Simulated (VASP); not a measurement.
# Pt (P6/mmm) in VASP: further runs

Pt is run at these levels: PBE; tasks: single point, relaxation of cell and atoms.

Everything below comes from runs of VASP 6.6.1. Logs are shortened: lines on timing, memory, paths and dates and some standing lists are left out, and cuts for length are marked.

### 1 The cell of the first run

The structure is hexagonal, space group P6/mmm (No. 191). Conventional cell: a = 4.519 Å, b = 4.519 Å, c = 2.719 Å, α = 90.00°, β = 90.00°, γ = 120.00°. Within 3.6 Å of Pt (site symmetry 6/mmm) lie 14 Pt at 2.72 to 2.94 Å. Within 3.4 Å of Pt (site symmetry -6m2) lie 11 Pt at 2.61 to 2.94 Å.

### 2 Single point, PBE

Input file INCAR:

```
SYSTEM = Pt
  PREC = Accurate
  ENCUT = 520
  EDIFF = 1E-6
  ISMEAR = 0
  SIGMA = 0.1
  LREAL = .FALSE.
  LASPH = .TRUE.
  NELM = 80
  ALGO = Normal
  ISIF = 2
  LWAVE = .FALSE.
  LCHARG = .TRUE.
  GGA = PE
  LELF = .TRUE.
  LVHAR = .TRUE.
  NBANDS = 22
```

Input file KPOINTS:

```
Automatic mesh
0
G
  6 6 6
  0 0 0
```

Input file POSCAR:

```
Pt
1.0
    4.5192246128      0.0000000000      0.0000000000
   -2.2596123064      3.9137633201      0.0000000000
    0.0000000000      0.0000000000      2.7189116997
Pt
3
Direct
    0.0000000000      0.0000000000      0.0000000000
    0.3333333333      0.6666666667      0.5000000000
    0.6666666667      0.3333333333      0.5000000000
```

Potentials or basis: VASP PAW PBE potentials, release 64 (Pt).

Command:

```sh
> cat potpaw_PBE.64/Pt/POTCAR > POTCAR
> mpirun -np 1 vasp_std > vasp.out
```

OUTCAR:

```text
SYSTEM = Pt
   PREC = Accurate
   ENCUT = 520
   EDIFF = 1E-6
   ISMEAR = 0
   LREAL = .FALSE.
   LASPH = .TRUE.
   NELM = 80
   ISIF = 2
   GGA = PE

 ion  position               nearest neighbor table
   1  0.000  0.000  0.000-   2 2.94   3 2.94   2 2.94   3 2.94   3 2.94   3 2.94   2 2.94   2 2.94
                             3 2.94   3 2.94   2 2.94   2 2.94
   2  0.333  0.667  0.500-   3 2.61   3 2.61   3 2.61   1 2.94   1 2.94   1 2.94   1 2.94   1 2.94
                             1 2.94
   3  0.667  0.333  0.500-   2 2.61   2 2.61   2 2.61   1 2.94   1 2.94   1 2.94   1 2.94   1 2.94
                             1 2.94

  LATTYP: Found a hexagonal cell.
 ALAT       =     4.5192246128
 C/A-ratio  =     0.6016323446

  Lattice vectors:

 A1 = (   4.5192246128,   0.0000000000,   0.0000000000)
 A2 = (  -2.2596123064,   3.9137633201,   0.0000000000)
 A3 = (   0.0000000000,   0.0000000000,   2.7189116997)

Analysis of symmetry for initial positions (statically):
=====================================================================
 Subroutine PRICEL returns:
 Original cell was already a primitive cell.

 Routine SETGRP: Setting up the symmetry group for a
 hexagonal supercell.

 Subroutine GETGRP returns: Found 24 space group operations
 (whereof 24 operations were pure point group operations)
 out of a pool of 24 trial point group operations.

The static configuration has the point symmetry D_6h.

Analysis of symmetry for dynamics (positions and initial velocities):
=====================================================================
 Subroutine PRICEL returns:
 Original cell was already a primitive cell.

 Routine SETGRP: Setting up the symmetry group for a
 hexagonal supercell.

 Subroutine GETGRP returns: Found 24 space group operations
 (whereof 24 operations were pure point group operations)
 out of a pool of 24 trial point group operations.

The dynamic configuration has the point symmetry D_6h.

 Subroutine INISYM returns: Found 24 space group operations
 (whereof 24 operations are pure point group operations),
 and found     1 'primitive' translations

----------------------------------------------------------------------------------------

                                     Primitive cell

  volume of cell :      48.0899

  direct lattice vectors                    reciprocal lattice vectors
     4.519224613  0.000000000  0.000000000     0.221276897  0.127754276  0.000000000
    -2.259612306  3.913763320  0.000000000     0.000000000  0.255508552  0.000000000
     0.000000000  0.000000000  2.718911700     0.000000000  0.000000000  0.367794217

  length of vectors
     4.519224613  4.519224613  2.718911700     0.255508552  0.255508552  0.367794217

  position of ions in fractional coordinates (direct lattice)
     0.000000000  0.000000000  0.000000000
     0.333333333  0.666666667  0.500000000
     0.666666667  0.333333333  0.500000000

  ion indices of the primitive-cell ions
   primitive index   ion index
                 1           1
                 2           2
                 3           3

----------------------------------------------------------------------------------------

 KPOINTS: Automatic mesh

Automatic generation of k-mesh.
 Grid dimensions read from file:
 generate k-points for:    6    6    6

 Generating k-lattice:

  Cartesian coordinates                     Fractional coordinates (reciprocal lattice)
     0.036879483  0.021292379  0.000000000     0.166666667  0.000000000  0.000000000
     0.000000000  0.042584759  0.000000000     0.000000000  0.166666667  0.000000000
     0.000000000  0.000000000  0.061299036     0.000000000  0.000000000  0.166666667

  Length of vectors
     0.042584759  0.042584759  0.061299036

  Shift w.r.t. Gamma in fractional coordinates (k-lattice)
     0.000000000  0.000000000  0.000000000

 Subroutine IBZKPT returns following result:
 ===========================================

 Found     28 irreducible k-points:

 Following reciprocal coordinates:
            Coordinates               Weight
  0.000000  0.000000  0.000000      1.000000
  0.166667  0.000000  0.000000      6.000000
  0.333333  0.000000  0.000000      6.000000
  0.500000 -0.000000  0.000000      3.000000
  0.166667  0.166667  0.000000      6.000000
  0.333333  0.166667  0.000000     12.000000
[... 16 lines left out ...]
  0.166667  0.000000  0.500000      6.000000
  0.333333  0.000000  0.500000      6.000000
 [... further k-points ...]
   k-points           NKPTS =     28   k-points in BZ     NKDIM =     28   number of bands    NBANDS=     22
   number of dos      NEDOS =    301   number of ions     NIONS =      3
   total plane-waves  NPLWV =  25920
   dimension x,y,z NGX =    36 NGY =   36 NGZ =   20
   dimension x,y,z NGXF=    72 NGYF=   72 NGZF=   40
   ions per type =               3
   NGX,Y,Z   is equivalent  to a cutoff of  13.24, 13.24, 12.23 a.u.
   NGXF,Y,Z  is equivalent  to a cutoff of  26.49, 26.49, 24.46 a.u.
 SYSTEM =  Pt
   PREC   = accura    normal or accurate (medium, high low for compatibility)
   ISTART =      0    job   : 0-new  1-cont  2-samecut
   ICHARG =      2    charge: 1-file 2-atom 10-const
   ISPIN  =      1    spin polarized calculation?
   LNONCOLLINEAR =      F non collinear calculations
   LSORBIT =      F    spin-orbit coupling
   LASPH  =      T    aspherical Exc in radial PAW
   ENCUT  =  520.0 eV  38.22 Ry    6.18 a.u.   8.40  8.40  5.06*2*pi/ulx,y,z
   NELM   =     80;   NELMIN=  2; NELMDL= -5     # of ELM steps
   EDIFF  = 0.1E-05   stopping-criterion for ELM
   LREAL  =      F    real-space projection
   EDIFFG = 0.1E-04   stopping-criterion for IOM
   NSW    =      0    number of steps for IOM
   IBRION =     -1    ionic relax: 0-MD 1-quasi-New 2-CG
   NFREE  =      0    steps in history (QN), initial steepest desc. (CG)
   ISIF   =      2    stress and relaxation
   ISYM   =      2    0-nonsym 1-usesym 2-fastsym
   POTIM  = 0.5000    time-step for ionic-motion
   TEBEG  =    0.0;   TEEND  =   0.0 temperature during run
   PSTRESS=    0.0 pullay stress
   NELECT =      30.0000    total number of electrons
   NUPDOWN=      -1.0000    fix difference up-down
   EMIN   =  10.00;   EMAX   =-10.00  energy-range for DOS
   EFERMI =   0.00;   METHOD = LEGACY
   ISMEAR =     0;   SIGMA  =   0.10  broadening in eV -4-tet -1-fermi 0-gaus
   EFERMI_NEDOS =   21; number of points for ismear=-14 and -15
   IALGO  =     38    algorithm
   IMIX   =      4    mixing-type and parameters
     AMIX     =   0.40;   BMIX     =  1.00
     AMIX_MAG =   1.60;   BMIX_MAG =  1.00
  volume/ion in A,a.u.               =      16.03       108.18
  Fermi-wavevector in a.u.,A,eV,Ry     =   1.398827  2.643400 26.622756  1.956717
  Thomas-Fermi vector in A             =   2.521947
   LORBIT       =      0    0 simple, 1 ext, 2 COOP (PROOUT), +10 PAW based schemes
   GGA     = PE    functional components
   LHFCALC =     F    Hartree Fock is set to
   AEXX    =    0.0000 exact exchange contribution
   IVDW    =     0    specifies the selected vdW correction
   LEPSILON=     F    determine dielectric tensor
   LRPA    =     F    only Hartree local field effects (RPA)
 non-spin polarized calculation
 Gauss-broadening in eV      SIGMA  =   0.10
  energy-cutoff  :      520.00
  volume of cell :       48.09
 maximum number of plane-waves:      1324
 NGX is ok and might be reduce to    36
   NGX = 17   NGY = 17   NGZ = 11

 number of electron      30.0000002 magnetization

 Free energy of the ion-electron system (eV)
  ---------------------------------------------------
  ext. energy  EPLUGINS =         0.00000000
  ---------------------------------------------------
  free energy    TOTEN  =       -17.88114990 eV

  energy without entropy =      -17.84724100  energy(sigma->0) =      -17.86419545

 E-fermi :  10.0363     XC(G=0): -13.1099

 val. band max:       10.0322581226   @ k =   0.1667   0.0000   0.1667
 cond. band min:      10.0475075100   @ k =   0.3333   0.3333   0.5000
 fundamental gap:      0.0152493873
 Fermi energy:        10.0362758558

 k-point     1 :       0.0000    0.0000    0.0000
  band No.  band energies     occupation
      1       0.5852      2.00000
      2       3.9816      2.00000
      3       5.5985      2.00000
      4       6.0645      2.00000
      5       6.0645      2.00000
      6       6.1143      2.00000
[... 14 lines left out ...]
     21      17.3894      0.00000
     22      17.3894      0.00000

 k-point     2 :       0.1667    0.0000    0.0000
  band No.  band energies     occupation
      1       0.9526      2.00000
      2       4.0537      2.00000
      3       4.9229      2.00000
      4       5.4063      2.00000
      5       5.5361      2.00000
      6       6.1047      2.00000
[... 14 lines left out ...]
     21      20.0248      0.00000
     22      20.3691      0.00000

 k-point     3 :       0.3333    0.0000    0.0000
  band No.  band energies     occupation
      1       1.9610      2.00000
      2       3.7414      2.00000
      3       4.3751      2.00000
      4       4.9516      2.00000
      5       5.3643      2.00000
      6       5.7902      2.00000
[... 14 lines left out ...]
     21      22.5748      0.00000
     22      22.8804      0.00000

 k-point     4 :       0.5000   -0.0000    0.0000
  band No.  band energies     occupation
      1       3.1273      2.00000
      2       3.3821      2.00000
      3       3.5608      2.00000
      4       5.2697      2.00000
      5       5.3055      2.00000
      6       5.3788      2.00000
[... 14 lines left out ...]
     21      23.5422      0.00000
     22      23.9246      0.00000

 k-point     5 :       0.1667    0.1667    0.0000
  band No.  band energies     occupation
      1       1.6341      2.00000
      2       3.9452      2.00000
      3       4.4208      2.00000
      4       4.7810      2.00000
      5       5.5581      2.00000
      6       6.0825      2.00000
[... 417 lines left out ...]
 k-point    22 :       0.0000    0.0000    0.5000
  band No.  band energies     occupation
      1       4.2174      2.00000
      2       4.2458      2.00000
      3       4.2458      2.00000
      4       4.6267      2.00000
      5       4.6267      2.00000
      6       6.2270      2.00000
[... 14 lines left out ...]
     21      18.7826      0.00000
     22      20.4805      0.00000

 k-point    23 :       0.1667    0.0000    0.5000
  band No.  band energies     occupation
      1       3.7989      2.00000
      2       4.3443      2.00000
      3       4.4082      2.00000
      4       4.6965      2.00000
      5       5.4227      2.00000
      6       5.6160      2.00000
[... 14 lines left out ...]
     21      18.7371      0.00000
     22      18.8085      0.00000

 k-point    24 :       0.3333    0.0000    0.5000
  band No.  band energies     occupation
      1       3.7898      2.00000
      2       4.3150      2.00000
      3       4.5808      2.00000
      4       4.8284      2.00000
      5       5.7473      2.00000
      6       5.7507      2.00000
[... 14 lines left out ...]
     21      18.7861      0.00000
     22      19.1231      0.00000

 [... further k-points ...]
[... 5 lines left out ...]
  --------------------------------------------------------------------------------------
  -------------------------------------------------------------------------------------
  Total       -0.1659748     -0.1659748     -0.1616420      0.0000000     -0.0000000      0.0000000
  in kB       -5.5296701     -5.5296701     -5.3853149      0.0000000     -0.0000000      0.0000000
  external PRESSURE =      -5.4815517 kB  Pullay stress =       0.0000000 kB

 VOLUME and BASIS-vectors are now :
 -----------------------------------------------------------------------------
  energy-cutoff  :      520.00
  volume of cell :       48.09
      direct lattice vectors                 reciprocal lattice vectors
     4.519224613  0.000000000  0.000000000     0.221276897  0.127754276  0.000000000
    -2.259612306  3.913763320  0.000000000     0.000000000  0.255508552  0.000000000
     0.000000000  0.000000000  2.718911700     0.000000000  0.000000000  0.367794217

 POSITION                                       TOTAL-FORCE (eV/Angst)
 -----------------------------------------------------------------------------------
      0.00000      0.00000      0.00000         0.000000      0.000000     -0.000000
     -0.00000      2.60918      1.35946        -0.000000     -0.000000      0.000000
      2.25961      1.30459      1.35946        -0.000000      0.000000     -0.000000
 -----------------------------------------------------------------------------------
    total drift:                                0.000000      0.000000     -0.000000

  FREE ENERGIE OF THE ION-ELECTRON SYSTEM (eV)
  ---------------------------------------------------
  free  energy   TOTEN  =       -17.8811498966 eV

  energy  without entropy=      -17.8472409994  energy(sigma->0) =      -17.86419545
```

Run time: 27 s. Hardware: 1 thread of Intel Xeon 6975P-C, shared host; peak memory 0.18 GiB.

Results:

| Property | Result |
| --- | --- |
| Free energy | -17.8811 eV |
| Pressure | -0.5 GPa |
| Band gap on the k mesh | zero (band 15 reaches 11.23 eV, above the bottom of band 16 at 9.81 eV) |

Caveat: the k points lie up to 0.39 Å⁻¹ apart; spin-orbit coupling is left out, which moves the levels of the heavy elements.

[end of part 1 of 3]
